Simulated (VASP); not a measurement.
# Ba3Si2 (P-3m1) in VASP: further runs

Ba3Si2 is run at these levels: PBE; tasks: single point, relaxation of cell and atoms.

Everything below comes from runs of VASP 6.6.1. Logs are shortened: lines on timing, memory, paths and dates and some standing lists are left out, and cuts for length are marked.

## 1. The cell of the first run

Symmetry: P-3m1, No. 164, trigonal system. Conventional cell: a = 5.676 Å, b = 5.676 Å, c = 6.911 Å, α = 90.00°, β = 90.00°, γ = 120.00°. Within 4.6 Å of Ba (site symmetry -3m) lie 6 Si at 3.52 Å and 6 Ba at 3.92 Å. Ba (site symmetry 3m) has 5 Si at 3.39 to 3.47 Å and 6 Ba at 3.92 to 4.19 Å within 4.5 Å. Si (site symmetry 3m) has 8 Ba at 3.39 to 3.52 Å and 3 Si at 4.18 Å within 4.5 Å.

## 2. Single point, PBE

Input file INCAR:

```
  PREC = Accurate
  ENCUT = 520
  EDIFF = 1E-6
  ISMEAR = 0
  SIGMA = 0.1
  LREAL = False
  LASPH = True
  NELM = 80
  ALGO = Fast
  ISIF = 2
  LWAVE = False
  LCHARG = False
  GGA = PE
  NBANDS = 27
```

Input file KPOINTS:

```
regular mesh
0
Gamma
  6 6 4
```

Input file POSCAR:

```
Ba3Si2
1.0
    5.6764669272      0.0000000000      0.0000000000
   -2.8382334636      4.9159645627      0.0000000000
    0.0000000000      0.0000000000      6.9111109862
Ba Si
3 2
Direct
    0.0000000000      0.0000000000      0.0000000000
    0.3333333333      0.6666666667      0.6890270726
    0.6666666667      0.3333333333      0.3109729274
    0.3333333333      0.6666666667      0.1876335813
    0.6666666667      0.3333333333      0.8123664187
```

Potentials or basis: VASP PAW PBE potentials, release 64 (Ba_sv, Si).

Command:

```console
> cat potpaw_PBE.64/Ba_sv/POTCAR potpaw_PBE.64/Si/POTCAR > POTCAR
> mpirun -np 1 vasp_std > vasp.out
```

OUTCAR:

```text
PREC = Accurate
   ENCUT = 520
   EDIFF = 1E-6
   ISMEAR = 0
   LREAL = False
   LASPH = True
   NELM = 80
   ISIF = 2
   GGA = PE

 ion  position               nearest neighbor table
   1  0.000  0.000  0.000-   4 3.52   5 3.52   5 3.52   4 3.52   5 3.52   4 3.52   2 3.92   3 3.92
                             2 3.92   3 3.92   3 3.92   2 3.92
   2  0.333  0.667  0.689-   5 3.39   5 3.39   5 3.39   4 3.45   4 3.47   1 3.92   1 3.92   1 3.92
                             3 4.19   3 4.19   3 4.19
   3  0.667  0.333  0.311-   4 3.39   4 3.39   4 3.39   5 3.45   5 3.47   1 3.92   1 3.92   1 3.92
                             2 4.19   2 4.19   2 4.19
   4  0.333  0.667  0.188-   3 3.39   3 3.39   3 3.39   2 3.45   2 3.47   1 3.52   1 3.52   1 3.52

   5  0.667  0.333  0.812-   2 3.39   2 3.39   2 3.39   3 3.45   3 3.47   1 3.52   1 3.52   1 3.52

  LATTYP: Found a hexagonal cell.
 ALAT       =     5.6764669272
 C/A-ratio  =     1.2175022025

  Lattice vectors:

 A1 = (   5.6764669272,   0.0000000000,   0.0000000000)
 A2 = (  -2.8382334636,   4.9159645627,   0.0000000000)
 A3 = (   0.0000000000,   0.0000000000,   6.9111109862)

Analysis of symmetry for initial positions (statically):
=====================================================================
 Subroutine PRICEL returns:
 Original cell was already a primitive cell.

 Routine SETGRP: Setting up the symmetry group for a
 hexagonal supercell.

 Subroutine GETGRP returns: Found 12 space group operations
 (whereof 12 operations were pure point group operations)
 out of a pool of 24 trial point group operations.

The static configuration has the point symmetry D_3d.

Analysis of symmetry for dynamics (positions and initial velocities):
=====================================================================
 Subroutine PRICEL returns:
 Original cell was already a primitive cell.

 Routine SETGRP: Setting up the symmetry group for a
 hexagonal supercell.

 Subroutine GETGRP returns: Found 12 space group operations
 (whereof 12 operations were pure point group operations)
 out of a pool of 24 trial point group operations.

The dynamic configuration has the point symmetry D_3d.

 Subroutine INISYM returns: Found 12 space group operations
 (whereof 12 operations are pure point group operations),
 and found     1 'primitive' translations

----------------------------------------------------------------------------------------

                                     Primitive cell
[... 97 lines left out ...]
   LREAL  =      F    real-space projection
   EDIFFG = 0.1E-04   stopping-criterion for IOM
   NSW    =      0    number of steps for IOM
   IBRION =     -1    ionic relax: 0-MD 1-quasi-New 2-CG
   NFREE  =      0    steps in history (QN), initial steepest desc. (CG)
   ISIF   =      2    stress and relaxation
   ISYM   =      2    0-nonsym 1-usesym 2-fastsym
   POTIM  = 0.5000    time-step for ionic-motion
   TEBEG  =    0.0;   TEEND  =   0.0 temperature during run
   PSTRESS=    0.0 pullay stress
   NELECT =      38.0000    total number of electrons
   NUPDOWN=      -1.0000    fix difference up-down
   EMIN   =  10.00;   EMAX   =-10.00  energy-range for DOS
   EFERMI =   0.00;   METHOD = LEGACY
   ISMEAR =     0;   SIGMA  =   0.10  broadening in eV -4-tet -1-fermi 0-gaus
   EFERMI_NEDOS =   21; number of points for ismear=-14 and -15
   IALGO  =     68    algorithm
   IMIX   =      4    mixing-type and parameters
     AMIX     =   0.40;   BMIX     =  1.00
     AMIX_MAG =   1.60;   BMIX_MAG =  1.00
  volume/ion in A,a.u.               =      38.57       260.29
  Fermi-wavevector in a.u.,A,eV,Ry     =   0.952630  1.800211 12.347352  0.907505
  Thomas-Fermi vector in A             =   2.081211
   LORBIT       =      0    0 simple, 1 ext, 2 COOP (PROOUT), +10 PAW based schemes
   GGA     = PE    functional components
   LHFCALC =     F    Hartree Fock is set to
   AEXX    =    0.0000 exact exchange contribution
   IVDW    =     0    specifies the selected vdW correction
   LEPSILON=     F    determine dielectric tensor
   LRPA    =     F    only Hartree local field effects (RPA)
 non-spin polarized calculation
 RMM-DIIS sequential band-by-band and
 Gauss-broadening in eV      SIGMA  =   0.10
  energy-cutoff  :      520.00
  volume of cell :      192.86
 maximum number of plane-waves:      5238
   NGX = 21   NGY = 21   NGZ = 25

 number of electron      38.0000003 magnetization

 Free energy of the ion-electron system (eV)
  ---------------------------------------------------
  ext. energy  EPLUGINS =         0.00000000
  ---------------------------------------------------
  free energy    TOTEN  =       -17.22077929 eV

  energy without entropy =      -17.18123172  energy(sigma->0) =      -17.20100550

 E-fermi :   2.5365     XC(G=0):  -8.3531

 val. band max:        2.5271951274   @ k =   0.3333  -0.0000   0.5000
 cond. band min:       2.5467899316   @ k =   0.5000  -0.0000   0.2500
 fundamental gap:      0.0195948042
 Fermi energy:         2.5364640816

 k-point     1 :       0.0000    0.0000    0.0000
  band No.  band energies     occupation
      1     -25.4593      2.00000
      2     -25.2858      2.00000
      3     -25.2735      2.00000
      4     -10.8646      2.00000
      5     -10.7882      2.00000
      6     -10.7882      2.00000
[... 709 lines left out ...]
     26       5.9023      0.00000
     27       5.9506      0.00000

------------------------ aborting loop because EDIFF is reached ----------------------------------------

  FORCE on cell =-STRESS in cart. coord.  units (eV):
  Direction    XX          YY          ZZ          XY          YZ          ZX
  --------------------------------------------------------------------------------------
  -------------------------------------------------------------------------------------
  Total        0.5624957      0.5624957      0.4343447      0.0000000     -0.0000000      0.0000000
  in kB        4.6729921      4.6729921      3.6083644      0.0000000     -0.0000000      0.0000000
  external PRESSURE =       4.3181162 kB  Pullay stress =       0.0000000 kB

 VOLUME and BASIS-vectors are now :
 -----------------------------------------------------------------------------
  energy-cutoff  :      520.00
  volume of cell :      192.86
      direct lattice vectors                 reciprocal lattice vectors
     5.676466927  0.000000000  0.000000000     0.176165917  0.101709439  0.000000000
    -2.838233464  4.915964563  0.000000000     0.000000000  0.203418879  0.000000000
     0.000000000  0.000000000  6.911110986     0.000000000  0.000000000  0.144694536

 POSITION                                       TOTAL-FORCE (eV/Angst)
 -----------------------------------------------------------------------------------
      0.00000      0.00000      0.00000         0.000000      0.000000     -0.000000
     -0.00000      3.27731      4.76194        -0.000000      0.000000     -0.044641
      2.83823      1.63865      2.14917        -0.000000     -0.000000      0.044641
     -0.00000      3.27731      1.29676         0.000000      0.000000     -0.012506
      2.83823      1.63865      5.61435         0.000000     -0.000000      0.012506
 -----------------------------------------------------------------------------------
    total drift:                               -0.000000     -0.000000      0.000000

  FREE ENERGIE OF THE ION-ELECTRON SYSTEM (eV)
  ---------------------------------------------------
  free  energy   TOTEN  =       -17.2207792889 eV

  energy  without entropy=      -17.1812317198  energy(sigma->0) =      -17.20100550
```

stdout:

```text
POSCAR found type information on POSCAR BaSi
 POSCAR found :  2 types and       5 ions
 scaLAPACK will be used
 LDA part: xc-table for (Slater+PW92), standard interpolation
 POSCAR, INCAR and KPOINTS ok, starting setup
 FFT: planning ... GRIDC
 FFT: planning ... GRID_SOFT
 FFT: planning ... GRID
 WAVECAR not read
 entering main loop
WARNING in EDDRMM: call to ZHEGV failed, returncode =   8  4     13
```

Run time: 1.7 min. Hardware: 1 thread of Intel Xeon 6975P-C (Granite Rapids), shared host; peak memory 0.37 GiB.

What came out:

- Free energy: -17.2208 eV
- Pressure: 0.4 GPa
- Largest force: 0.045 eV/Å
- Band gap on the k mesh: zero (bands 19 and 20 overlap by 0.20 eV)

Forces on the atoms (eV/Å):
```
Ba   0.000  0.000  0.000
Ba   0.000  0.000 -0.045
Ba   0.000  0.000  0.045
Si   0.000  0.000 -0.013
Si   0.000  0.000  0.013
```

Stress tensor (GPa, compression positive):
```
0.47 0.00 0.00
0.00 0.47 0.00
0.00 0.00 0.36
```

Caveat: spin-orbit coupling is left out, which moves the levels of the heavy elements.

(Continued in part 2 of 2.)
